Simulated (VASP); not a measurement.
Si4Sn, 10 atoms in the cell. Symmetry: I4_1/a, No. 88, tetragonal system. The conventional cell has a = 8.709 Å, b = 8.709 Å, c = 5.535 Å, α = 90.00°, β = 90.00°, γ = 90.00°. Si (site symmetry 1) has 3 Si at 2.30 Å and 1 Sn at 2.53 Å within 3.0 Å. Sn (site symmetry -4) has 4 Si at 2.53 Å within 3.3 Å. 

* Program: VASP 6.6.1
* Task: single point
* Functional: PBE
* Potentials or basis: VASP PAW PBE potentials, release 64 (Si, Sn_d)
* Cutoff: 520 eV
* k mesh: 6 × 6 × 6
* Occupations: gaussian, width 0.02 eV
* Spin: no spin polarisation
* Dipole correction: no
* Further INCAR settings: ALGO = Normal; EDIFF = 1e-07; NBANDS = 41

Potentials or basis: VASP PAW PBE potentials, release 64 (Si, Sn_d).

Run with:

```bash
$ cat potpaw_PBE.64/Si/POTCAR potpaw_PBE.64/Sn_d/POTCAR > POTCAR
$ mpirun -np 1 vasp_std > vasp.out
```

Hardware: 1 thread of Intel(R) Xeon(R) 6975P-C (Granite Rapids), with other jobs on the host.

Q: Estimate the wall time of this run.

A: Run time: 3.6 min on 1 thread of Intel(R) Xeon(R) 6975P-C (Granite Rapids) (shared host), peak memory 0.47 GiB. Counts: scf iterations 17, k points 36.
